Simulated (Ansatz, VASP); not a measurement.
SiC: VASP beside Ansatz

Contents of INCAR:

```
SYSTEM = SiC
PREC = Accurate
ENCUT = 520
EDIFF = 1E-6
ISMEAR = 0
SIGMA = 0.01
LREAL = .False.
LASPH = .True.
NELM = 100
ALGO = Normal
ISIF = 2
LWAVE = .False.
LCHARG = .False.
GGA = PS
IBRION = 2
NSW = 50
EDIFFG = -0.002
```

Contents of KPOINTS:

```
Automatic mesh
0
Gamma
  8 8 6
  0 0 0
```

POSCAR

```
SiC
1.0
    3.0757714184      0.0000000000      0.0000000000
   -1.5378857092      2.6636961846      0.0000000000
    0.0000000000      0.0000000000      5.0727747299
Si C
2 2
Direct
    0.3333333333      0.6666666667      0.0045933970
    0.6666666667      0.3333333333      0.5045933970
    0.3333333333      0.6666666667      0.3804066030
    0.6666666667      0.3333333333      0.8804066030
```

Input for Ansatz:

```yaml
crystal:
  lattice:
    - [3.07577141845, 0.0, 0.0]
    - [-1.53788570922, 2.66369618461, 0.0]
    - [0.0, 0.0, 5.07277472991]
  atoms:
    - { symbol: Si, position: [0.333333333333, 0.666666666667, 0.004593397005] }
    - { symbol: Si, position: [0.666666666667, 0.333333333333, 0.504593397005] }
    - { symbol: C, position: [0.333333333333, 0.666666666667, 0.380406602995] }
    - { symbol: C, position: [0.666666666667, 0.333333333333, 0.880406602995] }
kpoints:
  mp_grid: { grid: [8, 8, 6] }
scf:
  occupations: { method: fixed }
  convergence: { dr2_threshold: 1.0e-10 }
hamiltonian:
  xc: pbesol
  pseudopotentials: { kind: all_electron, lapw: { basis_error: 0.0005 } }
output:
  forces: true
  stress: true
  eigenstates:
    kpoints:
      - [0.0, 0.0, 0.0]
      - [-0.666666667, 0.333333333, 0.0]
      - [0.5, -0.5, 0.0]
      - [0.0, 0.5, 0.0]
      - [0.5, 0.0, 0.0]
      - [0.0, 0.0, -0.5]
      - [-0.5, 0.0, -0.5]
      - [-0.5, 0.5, -0.5]
      - [0.0, -0.5, -0.5]
relax:
  f_tol: 0.002
  max_steps: 30
```

Change from the starting cell: z stretched by +0.5 %, x and y held.

Alike in both runs: task relaxation of the atoms; functional PBEsol; k mesh 8 × 8 × 6; no spin polarisation.

|  | VASP | Ansatz |
| --- | --- | --- |
| version | VASP 6.6.1 | Ansatz 0.2.0 |
| potentials or method | VASP PAW PBE potentials, release 64 (Si, C), cutoff 520 eV | all-electron LAPW, scalar-relativistic |
| occupations | gaussian, width 0.01 eV | fixed |

```tsv
	VASP	Ansatz	Ansatz less VASP
gap on the k mesh at the Fermi level, each at its own relaxed structure (eV)	2.34	2.35	+0.012
```

VASP's potentials were made for PBE, not for PBEsol. Ansatz ran all-electron here, and VASP with PAW potentials.
